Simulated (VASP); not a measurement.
Input of a VASP 6.6.1 run:

INCAR

```
ALGO     = Normal         # electronic algorithm
EDIFF    = 1E-6           # SCF threshold, eV
ENCUT    = 520            # plane-wave cutoff, eV
GGA      = PE             # functional
ISIF     = 2              # what is computed and relaxed
ISMEAR   = -1             # smearing method
LASPH    = T              # aspherical terms in the spheres
LCHARG   = T              # write CHGCAR
LELF     = T              # ELF
LREAL    = F              # projectors in reciprocal space
LVHAR    = T            
LWAVE    = F              # write WAVECAR
NBANDS   = 21             # bands
NELM     = 60             # most SCF steps
PREC     = Accurate       # precision mode
SIGMA    = 0.1            # smearing width, eV
```

KPOINTS

```
k-points
0
Gamma
  12 12 7
```

Contents of POSCAR:

```
Sn
1.0
    3.3772842427      0.0000000000      0.0000000000
   -1.6886421214      2.9248139500      0.0000000000
    0.0000000000      0.0000000000      5.6150199658
Sn
2
Direct
    0.3333333333      0.6666666667      0.2500000000
    0.6666666667      0.3333333333      0.7500000000
```

Potentials or basis: VASP PAW PBE potentials, release 64 (Sn_d).

Command:

```bash
$ cat potpaw_PBE.64/Sn_d/POTCAR > POTCAR
$ mpirun -np 1 vasp_std > vasp.out
```

Question: Estimate the pressure.

Answer: 0.0 GPa.

Question: Estimate the band gap on the k mesh.

Answer: Zero (bands 14 and 15 overlap by 8.09 eV).

Stress tensor (GPa, compression positive):
```
 0.37  0.00  0.00
 0.00  0.37  0.00
 0.00  0.00 -0.77
```

Caveat: spin-orbit coupling is left out, which moves the levels of the heavy elements.
